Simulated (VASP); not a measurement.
Set up this calculation in VASP 6.6.1, as the native input.

```yaml
Task: relaxation of cell and atoms
Functional: PBE
Dispersion: D3(BJ)
Potentials_or_basis: VASP PAW PBE potentials, release 64 (Ti_sv, B)
Cutoff: 600 eV
k_mesh: 18 × 18 × 14
Occupations: gaussian, width 0.1 eV
Spin: no spin polarisation
Dipole_correction: no
Further_INCAR_settings: ALGO = Normal; EDIFF = 1e-06; IBRION = 2; EDIFFG = -0.005; NSW = 70; ISIF = 3
```

The structure of TiB2 lies in POSCAR:

```
TiB2
1.0
    3.0318049187      0.0000000000      0.0000000000
   -1.5159024594      2.6256200789      0.0000000000
    0.0000000000      0.0000000000      3.2242298103
Ti B
1 2
Direct
    0.0000000000      0.0000000000      0.0000000000
    0.3333333333      0.6666666667      0.5000000000
    0.6666666667      0.3333333333      0.5000000000
```

One way to write it, as run:

INCAR

```
SYSTEM = TiB2
PREC = Accurate
ENCUT = 600
EDIFF = 1E-6
ISMEAR = 0
SIGMA = 0.1
LREAL = .False.
LASPH = .True.
NELM = 60
ALGO = Normal
ISIF = 3
LWAVE = .False.
LCHARG = .False.
GGA = PE
IVDW = 12
IBRION = 2
NSW = 70
EDIFFG = -0.005
```

KPOINTS

```
regular mesh
0
Gamma
  18 18 14
  0 0 0
```

Potentials or basis: VASP PAW PBE potentials, release 64 (Ti_sv, B).

Run with:

```sh
$ cat potpaw_PBE.64/Ti_sv/POTCAR potpaw_PBE.64/B/POTCAR > POTCAR
$ mpirun -np 1 vasp_std > vasp.out
```

Results of the run:

```json
{
 "Relaxed volume": "8.29 Å³/atom",
 "Relaxed cell": "a = 3.004 Å, b = 3.004 Å, c = 3.182 Å, α = 90.00°, β = 90.00°, γ = 120.00°",
 "Space group after relaxing (to 0.1 Å)": "P6/mmm (No. 191)",
 "Energy gained by relaxing": "6.7 meV/atom",
 "Ionic steps": "5",
 "Pressure after relaxing": "0.0 GPa",
 "Band gap on the k mesh": "zero (bands 9 and 10 overlap by 0.63 eV)",
 "Dispersion energy per atom": "-0.433 eV"
}
```

It took 6.6 min on 1 thread of Intel Xeon 8259CL (shared host), peak memory 0.27 GiB.
